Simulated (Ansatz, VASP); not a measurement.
**Two plane-wave programs on Au**

File INCAR:

```
PREC = Accurate ; ENCUT = 520
EDIFF = 1E-7 ; ISMEAR = 0
SIGMA = 0.15 ; LREAL = F
LASPH = T ; NELM = 60
ALGO = Normal ; ISIF = 2
LWAVE = F ; LCHARG = F
GGA = PE ; NBANDS = 12
```

File KPOINTS:

```
regular mesh
0
Gamma
  20 20 20
```

Contents of POSCAR:

```
Au
1.0
    0.0000000000      1.9636800000      2.1273200000
    1.9636800000      0.0000000000      2.1273200000
    1.9636800000      1.9636800000      0.0000000000
Au
1
Direct
    0.0000000000      0.0000000000      0.0000000000
```

Input for Ansatz:

```yaml
crystal:
  lattice:
    - [0.0, 1.96368, 2.12732]
    - [1.96368, 0.0, 2.12732]
    - [1.96368, 1.96368, 0.0]
  atoms:
    - { symbol: Au, position: [0.0, 0.0, 0.0] }
basis:
  ecutwfc: 420
kpoints:
  mp_grid: { grid: [20, 20, 20] }
hamiltonian:
  xc: pbe
scf:
  occupations: { method: gaussian, width: 0.15 }
output:
  forces: true
  stress: true
  eigenvalues: true
```

Change from the starting cell: strain -0.040 along x and y, +0.040 along z, atoms carried along.

Alike in both runs: task single point; functional PBE; k mesh 20 × 20 × 20; occupations gaussian, width 0.15 eV; no spin polarisation.

```csv
,VASP,Ansatz
version,VASP 6.6.1,Ansatz 0.2.0
potentials or method,"VASP PAW PBE potentials, release 64 (Au), cutoff 520 eV","scalar-relativistic, plane waves, PAW"
valence electrons in the cell,11,19
```

|  | VASP | Ansatz | Ansatz less VASP |
| --- | --- | --- | --- |
| gap on the k mesh at the Fermi level (eV) | none | none | - |
| pressure (GPa) | 16.6 | 17.0 | +0.36 |
| traceless stress, the component that is largest in VASP (GPa) | -2.78 | -2.78 | -0.005 |

A gap of «none» marks a metal or a gap that the smearing closes. The functional is the same, so the differences come from potentials, cutoffs and numerics. VASP's potentials hold 11 valence electrons a cell and Ansatz's 19, so a difference there can come from the potentials and not from the codes.

Spin-orbit coupling is off throughout.
